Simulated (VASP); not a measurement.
# H5C16F in VASP: a series of runs

The runs below take H5C16F through single point, with PBE+D3(BJ).

All numbers are computed with VASP 6.6.1; they aren't measurements. Logs are shortened: lines on timing, memory, paths and dates and some standing lists are left out, and cuts for length are marked.

### 1 The cell of the first run

The cell holds a slab with vacuum, 22 atoms: a = 5.049 Å, b = 5.049 Å, c = 16.676 Å, α = 90.00°, β = 90.00°, γ = 60.00°.

### 2 Single point, PBE+D3(BJ)

Contents of INCAR:

```
PREC = Accurate
ENCUT = 520
EDIFF = 1E-7
ISMEAR = 0
SIGMA = 0.05
LREAL = Auto
LASPH = True
NELM = 80
ALGO = Normal
ISIF = 2
LWAVE = False
LCHARG = False
GGA = PE
IVDW = 12
NBANDS = 55
```

Contents of KPOINTS:

```
Automatic mesh
0
Gamma
  3 3 1
```

Contents of POSCAR:

```
H5C16F
1.0
    5.0487420000      0.0000000000      0.0000000000
    2.5243710000      4.3723390000      0.0000000000
    0.0000000000      0.0000000000     16.6764260000
H C F
5 16 1
Direct
    0.1666667848      0.1666666285      0.0599648870
    0.6666667848      0.1666666285      0.0599648870
    0.1666666285      0.6666667429      0.0599648870
    0.6666666285      0.6666667429      0.0599648870
    0.0136818086      0.5077744429      0.3485367908
    0.1666667848      0.1666666285      0.1259262626
    0.6666667848      0.1666666285      0.1259262626
    0.1666666285      0.6666667429      0.1259262626
    0.6666666285      0.6666667429      0.1259262626
   -0.1666666285      0.3333332571      0.1568252694
    0.3333333715      0.3333332571      0.1568252694
   -0.1666667848      0.8333333715      0.1568252694
    0.3333332152      0.8333333715      0.1568252694
   -0.1723792803      0.3345136322      0.2565585096
    0.3285797107      0.3319982737      0.2522343816
   -0.1708280315      0.8354048028      0.2547788117
    0.3281163853      0.8382991346      0.2548743957
   -0.0035411436      0.0000068613      0.2715016995
    0.4993375374     -0.0008098640      0.2739146865
   -0.0034489754      0.4999415645      0.2832449231
    0.4819875289      0.5075740925      0.2810055344
    0.3289320481      0.5946704956      0.3811922890
```

Potentials or basis: VASP PAW PBE potentials, release 64 (H, C, F).

The run is started by

```bash
$ cat potpaw_PBE.64/H/POTCAR potpaw_PBE.64/C/POTCAR potpaw_PBE.64/F/POTCAR > POTCAR
$ mpirun -np 1 vasp_std > vasp.out
```

OUTCAR:

```text
PREC = Accurate
   ENCUT = 520
   EDIFF = 1E-7
   ISMEAR = 0
   LREAL = Auto
   LASPH = True
   NELM = 80
   ISIF = 2
   GGA = PE
   IVDW = 12
 IVDW          = 12

 ion  position               nearest neighbor table
   1  0.167  0.167  0.060-   6 1.10
   2  0.667  0.167  0.060-   7 1.10
   3  0.167  0.667  0.060-   8 1.10
   4  0.667  0.667  0.060-   9 1.10
   5  0.014  0.508  0.349-  20 1.09
   6  0.167  0.167  0.126-   1 1.10  11 1.55  13 1.55  10 1.55
   7  0.667  0.167  0.126-   2 1.10  10 1.55  12 1.55  11 1.55
   8  0.167  0.667  0.126-   3 1.10  13 1.55  12 1.55  11 1.55
   9  0.667  0.667  0.126-   4 1.10  12 1.55  13 1.55  10 1.55
  10  0.833  0.333  0.157-   7 1.55   6 1.55   9 1.55  14 1.66
  11  0.333  0.333  0.157-   6 1.55   7 1.55   8 1.55  15 1.59
  12  0.833  0.833  0.157-   9 1.55   7 1.55   8 1.55  16 1.63
  13  0.333  0.833  0.157-   8 1.55   6 1.55   9 1.55  17 1.64
  14  0.828  0.335  0.257-  18 1.48  20 1.53  21 1.57  10 1.66
  15  0.329  0.332  0.252-  19 1.50  21 1.52  20 1.54  11 1.59
  16  0.829  0.835  0.255-  19 1.48  18 1.48  20 1.54  12 1.63
  17  0.328  0.838  0.255-  18 1.48  19 1.49  21 1.51  13 1.64
  18  0.996  0.000  0.272-  17 1.48  16 1.48  14 1.48
  19  0.499  0.999  0.274-  16 1.48  17 1.49  15 1.50
  20  0.997  0.500  0.283-   5 1.09  14 1.53  15 1.54  16 1.54
  21  0.482  0.508  0.281-  17 1.51  15 1.52  14 1.57  22 1.80
  22  0.329  0.595  0.381-  21 1.80

  LATTYP: Found a hexagonal cell.
 ALAT       =     5.0487421480
 C/A-ratio  =     3.3030853055

  Lattice vectors:

 A1 = (  -2.5243710000,  -4.3723390000,   0.0000000000)
 A2 = (   5.0487420000,   0.0000000000,   0.0000000000)
 A3 = (   0.0000000000,   0.0000000000,  16.6764260000)

Analysis of symmetry for initial positions (statically):
=====================================================================
 Subroutine PRICEL returns:
 Original cell was already a primitive cell.

 Routine SETGRP: Setting up the symmetry group for a
 hexagonal supercell.

 Subroutine GETGRP returns: Found  1 space group operations
 (whereof  1 operations were pure point group operations)
 out of a pool of 24 trial point group operations.

The static configuration has the point symmetry C_1 .

Analysis of symmetry for dynamics (positions and initial velocities):
=====================================================================
 Subroutine PRICEL returns:
 Original cell was already a primitive cell.

 Routine SETGRP: Setting up the symmetry group for a
 hexagonal supercell.

 Subroutine GETGRP returns: Found  1 space group operations
 (whereof  1 operations were pure point group operations)
 out of a pool of 24 trial point group operations.

The dynamic configuration has the point symmetry C_1 .

 Subroutine INISYM returns: Found  1 space group operations
 (whereof  1 operations are pure point group operations),
 and found     1 'primitive' translations

----------------------------------------------------------------------------------------

                                     Primitive cell

  volume of cell :     368.1290

  direct lattice vectors                    reciprocal lattice vectors
     5.048742000  0.000000000  0.000000000     0.198069143 -0.114355268  0.000000000
     2.524371000  4.372339000  0.000000000     0.000000000  0.228710537  0.000000000
     0.000000000  0.000000000 16.676426000     0.000000000  0.000000000  0.059964887

  length of vectors
     5.048742000  5.048742148 16.676426000     0.228710544  0.228710537  0.059964887

  position of ions in fractional coordinates (direct lattice)
     0.166666785  0.166666629  0.059964887
     0.666666785  0.166666629  0.059964887
     0.166666629  0.666666743  0.059964887
     0.666666629  0.666666743  0.059964887
     0.013681809  0.507774443  0.348536791
     0.166666785  0.166666629  0.125926263
[... 14 lines left out ...]
     0.481987529  0.507574093  0.281005534
     0.328932048  0.594670496  0.381192289

  ion indices of the primitive-cell ions
   primitive index   ion index
                 1           1
                 2           2
                 3           3
                 4           4
                 5           5
                 6           6
[... 14 lines left out ...]
                21          21
                22          22

----------------------------------------------------------------------------------------

 KPOINTS: Automatic mesh

Automatic generation of k-mesh.
 Grid dimensions read from file:
 generate k-points for:    3    3    1

 Generating k-lattice:

  Cartesian coordinates                     Fractional coordinates (reciprocal lattice)
     0.066023048 -0.038118423  0.000000000     0.333333333 -0.000000000  0.000000000
     0.000000000  0.076236846  0.000000000     0.000000000  0.333333333  0.000000000
     0.000000000  0.000000000  0.059964887     0.000000000  0.000000000  1.000000000

  Length of vectors
     0.076236848  0.076236846  0.059964887

  Shift w.r.t. Gamma in fractional coordinates (k-lattice)
     0.000000000  0.000000000  0.000000000

 Subroutine IBZKPT returns following result:
 ===========================================

 Found      5 irreducible k-points:

 Following reciprocal coordinates:
            Coordinates               Weight
  0.000000  0.000000  0.000000      1.000000
  0.333333  0.000000  0.000000      2.000000
  0.333333  0.333333  0.000000      2.000000
  0.000000  0.333333  0.000000      2.000000
 -0.333333  0.333333  0.000000      2.000000
   k-points           NKPTS =      5   k-points in BZ     NKDIM =      5   number of bands    NBANDS=     55
   number of dos      NEDOS =    301   number of ions     NIONS =     22
   total plane-waves  NPLWV = 201600
   dimension x,y,z NGX =    40 NGY =   40 NGZ =  126
   dimension x,y,z NGXF=    80 NGYF=   80 NGZF=  252
   ions per type =               5  16   1
   NGX,Y,Z   is equivalent  to a cutoff of  13.17, 13.17, 12.56 a.u.
   NGXF,Y,Z  is equivalent  to a cutoff of  26.34, 26.34, 25.12 a.u.
 SYSTEM =  unknown system
   PREC   = accura    normal or accurate (medium, high low for compatibility)
   ISTART =      0    job   : 0-new  1-cont  2-samecut
   ICHARG =      2    charge: 1-file 2-atom 10-const
   ISPIN  =      1    spin polarized calculation?
   LNONCOLLINEAR =      F non collinear calculations
   LSORBIT =      F    spin-orbit coupling
   LASPH  =      T    aspherical Exc in radial PAW
   ENCUT  =  520.0 eV  38.22 Ry    6.18 a.u.   9.39  9.39 31.01*2*pi/ulx,y,z
   NELM   =     80;   NELMIN=  2; NELMDL= -5     # of ELM steps
   EDIFF  = 0.1E-06   stopping-criterion for ELM
   LREAL  =      T    real-space projection
   EDIFFG = 0.1E-05   stopping-criterion for IOM
   NSW    =      0    number of steps for IOM
   IBRION =     -1    ionic relax: 0-MD 1-quasi-New 2-CG
   NFREE  =      0    steps in history (QN), initial steepest desc. (CG)
   ISIF   =      2    stress and relaxation
   ISYM   =      2    0-nonsym 1-usesym 2-fastsym
   POTIM  = 0.5000    time-step for ionic-motion
   TEBEG  =    0.0;   TEEND  =   0.0 temperature during run
   PSTRESS=    0.0 pullay stress
   NELECT =      76.0000    total number of electrons
   NUPDOWN=      -1.0000    fix difference up-down
   EMIN   =  10.00;   EMAX   =-10.00  energy-range for DOS
   EFERMI =   0.00;   METHOD = LEGACY
   ISMEAR =     0;   SIGMA  =   0.05  broadening in eV -4-tet -1-fermi 0-gaus
   EFERMI_NEDOS =   21; number of points for ismear=-14 and -15
   IALGO  =     38    algorithm
   IMIX   =      4    mixing-type and parameters
     AMIX     =   0.40;   BMIX     =  1.00
     AMIX_MAG =   1.60;   BMIX_MAG =  1.00
  volume/ion in A,a.u.               =      16.73       112.92
  Fermi-wavevector in a.u.,A,eV,Ry     =   0.967563  1.828429 12.737484  0.936179
  Thomas-Fermi vector in A             =   2.097459
   LORBIT       =      0    0 simple, 1 ext, 2 COOP (PROOUT), +10 PAW based schemes
   GGA     = PE    functional components
   LHFCALC =     F    Hartree Fock is set to
   AEXX    =    0.0000 exact exchange contribution
   IVDW    =    12    specifies the selected vdW correction
   LEPSILON=     F    determine dielectric tensor
   LRPA    =     F    only Hartree local field effects (RPA)
 non-spin polarized calculation
 Gauss-broadening in eV      SIGMA  =   0.05
  energy-cutoff  :      520.00
  volume of cell :      368.13
 maximum number of plane-waves:      9916
 NGX is ok and might be reduce to    40
   NGX = 19   NGY = 19   NGZ = 63

 number of electron      75.9999996 magnetization

 Free energy of the ion-electron system (eV)
  ---------------------------------------------------
  ext. energy  EPLUGINS =         0.00000000
  ---------------------------------------------------
  free energy    TOTEN  =      -162.30167570 eV

  energy without entropy =     -162.29408477  energy(sigma->0) =     -162.29788023

 E-fermi :  -0.0287     XC(G=0):  -5.0046

 val. band max:       -0.0317619527   @ k =  -0.3333   0.3333   0.0000
 cond. band min:       0.1079865106   @ k =   0.3333   0.3333   0.0000
 fundamental gap:      0.1397484633
 Fermi energy:        -0.0286602191

 k-point     1 :       0.0000    0.0000    0.0000
  band No.  band energies     occupation
      1     -23.1138      2.00000
      2     -21.2554      2.00000
      3     -18.5780      2.00000
      4     -16.1377      2.00000
      5     -16.0977      2.00000
      6     -15.9746      2.00000
[... 42 lines left out ...]
     49       5.1209      0.00000
     50       5.7001      0.00000

 k-point     2 :       0.3333    0.0000    0.0000
  band No.  band energies     occupation
      1     -23.0980      2.00000
      2     -20.6028      2.00000
      3     -18.6548      2.00000
      4     -17.9606      2.00000
      5     -16.8168      2.00000
      6     -16.7527      2.00000
[... 42 lines left out ...]
     49       6.2387      0.00000
     50       6.4513      0.00000

 k-point     3 :       0.3333    0.3333    0.0000
  band No.  band energies     occupation
      1     -23.0977      2.00000
      2     -20.6031      2.00000
      3     -18.6537      2.00000
      4     -17.9595      2.00000
      5     -16.8255      2.00000
      6     -16.7551      2.00000
[... 42 lines left out ...]
     49       6.2888      0.00000
     50       6.4615      0.00000

 k-point     4 :       0.0000    0.3333    0.0000
  band No.  band energies     occupation
      1     -23.0992      2.00000
      2     -20.6037      2.00000
      3     -18.6484      2.00000
      4     -17.9601      2.00000
      5     -16.8192      2.00000
      6     -16.7627      2.00000
[... 42 lines left out ...]
     49       6.2562      0.00000
     50       6.4523      0.00000

 k-point     5 :      -0.3333    0.3333    0.0000
  band No.  band energies     occupation
      1     -23.0913      2.00000
      2     -19.3799      2.00000
      3     -19.3056      2.00000
      4     -19.1996      2.00000
      5     -16.8000      2.00000
      6     -16.7501      2.00000
[... 42 lines left out ...]
     49       6.4475      0.00000
     50       6.5210      0.00000
 [bands above 50 left out]

------------------------ aborting loop because EDIFF is reached ----------------------------------------

 Edisp (eV)   -2.32900

 E8    (eV) :    -0.6848

  FORCE on cell =-STRESS in cart. coord.  units (eV):
  Direction    XX          YY          ZZ          XY          YZ          ZX
  --------------------------------------------------------------------------------------
  -------------------------------------------------------------------------------------
  Total      -0.78268    -2.18541    -8.85888     1.06780    -4.46670     5.13235
  in kB      -3.40638    -9.51138   -38.55576     4.64729   -19.44007    22.33712
  external pressure =      -17.16 kB  Pullay stress =        0.00 kB

 VOLUME and BASIS-vectors are now :
 -----------------------------------------------------------------------------
  energy-cutoff  :      520.00
  volume of cell :      368.13
      direct lattice vectors                 reciprocal lattice vectors
     5.048742000  0.000000000  0.000000000     0.198069143 -0.114355268  0.000000000
     2.524371000  4.372339000  0.000000000     0.000000000  0.228710537  0.000000000
     0.000000000  0.000000000 16.676426000     0.000000000  0.000000000  0.059964887

 POSITION                                       TOTAL-FORCE (eV/Angst)
 -----------------------------------------------------------------------------------
      1.26219      0.72872      1.00000        -0.064251      0.026280     -0.104820
      3.78656      0.72872      1.00000         0.004979      0.003643     -0.112954
      2.52437      2.91489      1.00000        -0.021738      0.048082     -0.219858
      5.04874      2.91489      1.00000         0.013686      0.025034     -0.183591
      1.35089      2.22016      5.81235        -0.382297     -0.187886     -0.090151
      1.26219      0.72872      2.10000         0.027304     -0.020409      1.869506
[... 14 lines left out ...]
      3.71474      2.21929      4.68617        -0.310894      0.161475      0.712425
      3.16186      2.60010      6.35692         2.151871     -1.176501     -1.896183
 -----------------------------------------------------------------------------------
    total drift:                                0.020668     -0.000016     -0.044357

  FREE ENERGIE OF THE ION-ELECTRON SYSTEM (eV)
  ---------------------------------------------------
  free  energy   TOTEN  =      -164.6306795709 eV

  energy  without entropy=     -164.6230886399  energy(sigma->0) =     -164.62688411
```

It took 9.4 min on 1 thread of Intel Xeon 8259CL, shared host; peak memory 0.49 GiB.

Results:

```
Free energy                : -164.6307 eV
Largest force              : 3.100 eV/Å
Band gap on the k mesh     : zero (bands 38 and 39 overlap by 0.08 eV)
Dispersion energy per atom : -0.106 eV
```

Forces on the atoms (eV/Å):
```
H   -0.064  0.026 -0.105
H    0.005  0.004 -0.113
H   -0.022  0.048 -0.220
H    0.014  0.025 -0.184
H   -0.382 -0.188 -0.090
C    0.027 -0.020  1.870
C   -0.005 -0.006  1.618
C   -0.008 -0.020  1.354
C   -0.024  0.009  1.540
C   -0.651  0.613 -0.633
C    0.002  0.463 -0.893
C    0.012  0.075 -1.308
C   -0.103 -0.226 -1.520
C   -0.120  0.043  0.055
C   -0.112  0.001 -0.087
C   -0.055  0.044  0.065
C   -0.083  0.093 -0.230
C   -0.100  0.050  0.017
C   -0.067 -0.015  0.081
C   -0.104 -0.003 -0.034
C   -0.311  0.161  0.712
F    2.152 -1.177 -1.896
```

Caveat: the k points lie up to 0.48 Å⁻¹ apart; there is no dipole correction, which matters where the two faces differ.

### 3 Single point, PBE+D3(BJ)

Contents of INCAR:

```
ALGO = Normal
EDIFF = 1E-7
ENCUT = 520
GGA = PE
ISIF = 2
ISMEAR = 0
IVDW = 12
LASPH = T
LCHARG = F
LREAL = Auto
LWAVE = F
NBANDS = 55
NELM = 60
PREC = Accurate
SIGMA = 0.05
```

Contents of KPOINTS:

```
k-points
0
Gamma
  3 3 1
```

Contents of POSCAR:

```
H5C16F
1.0
    5.0487420000      0.0000000000      0.0000000000
    2.5243710000      4.3723390000      0.0000000000
    0.0000000000      0.0000000000     16.6764260000
H C F
5 16 1
Direct
    0.1666667848      0.1666666285      0.0599648870
    0.6666667848      0.1666666285      0.0599648870
    0.1666666285      0.6666667429      0.0599648870
    0.6666666285      0.6666667429      0.0599648870
    0.0073569613      0.5011349760      0.3482658095
    0.1666667848      0.1666666285      0.1259262626
    0.6666667848      0.1666666285      0.1259262626
    0.1666666285      0.6666667429      0.1259262626
    0.6666666285      0.6666667429      0.1259262626
   -0.1666666285      0.3333332571      0.1568252694
    0.3333333715      0.3333332571      0.1568252694
   -0.1666667848      0.8333333715      0.1568252694
    0.3333332152      0.8333333715      0.1568252694
   -0.1733264651      0.3342744010      0.2547841486
    0.3277193369      0.3318528138      0.2512630104
   -0.1727391615      0.8363903165      0.2553812190
    0.3263047319      0.8381722003      0.2528051274
   -0.0051456504      0.0006092849      0.2718467974
    0.4966422090     -0.0006767545      0.2730082573
   -0.0042782741      0.4991548002      0.2827391792
    0.4829528765      0.5062855373      0.2826007203
    0.4180149106      0.5433922210      0.3681091500
```

Potentials or basis: VASP PAW PBE potentials, release 64 (H, C, F).

The run is started by

```bash
$ cat potpaw_PBE.64/H/POTCAR potpaw_PBE.64/C/POTCAR potpaw_PBE.64/F/POTCAR > POTCAR
$ mpirun -np 1 vasp_std > vasp.out
```

It took 8.6 min on 1 thread of Intel Xeon 8259CL, shared host; peak memory 0.49 GiB.

It converged, with:

- Free energy: -165.9251 eV
- Largest force: 1.632 eV/Å
- Band gap on the k mesh: zero (bands 38 and 39 overlap by 0.07 eV)
- Dispersion energy per atom: -0.106 eV

Forces on the atoms (eV/Å):
```
H   -0.051  0.026 -0.120
H   -0.007 -0.013 -0.102
H   -0.057  0.048 -0.199
H    0.041  0.042 -0.194
H   -0.187 -0.113  0.012
C   -0.001 -0.009  1.608
C    0.012  0.007  1.598
C    0.034 -0.013  1.336
C   -0.061 -0.018  1.465
C   -0.496  0.574 -0.532
C   -0.120  0.415 -0.916
C   -0.043  0.169 -1.330
C   -0.117 -0.219 -1.613
C   -0.034  0.004 -0.117
C   -0.016  0.012 -0.065
C   -0.020  0.004  0.059
C   -0.030 -0.013 -0.147
C   -0.028  0.008  0.043
C   -0.056  0.002 -0.039
C   -0.024 -0.013 -0.027
C    0.053 -0.055 -0.113
F    1.206 -0.845 -0.609
```

Levels at points of the mesh, in eV from the Fermi level:
```tsv
k point	band 35	band 36	band 37	band 38	band 39	band 40	band 41	band 42
(0.00, 0.00, 0.00)	-2.93	-1.76	-1.72	-0.29	-0.08	2.02	3.52	3.73
```

Caveat: the k points lie up to 0.48 Å⁻¹ apart; there is no dipole correction, which matters where the two faces differ.

The gap in the log of VASP goes by the Fermi energy; the results here count the filled bands.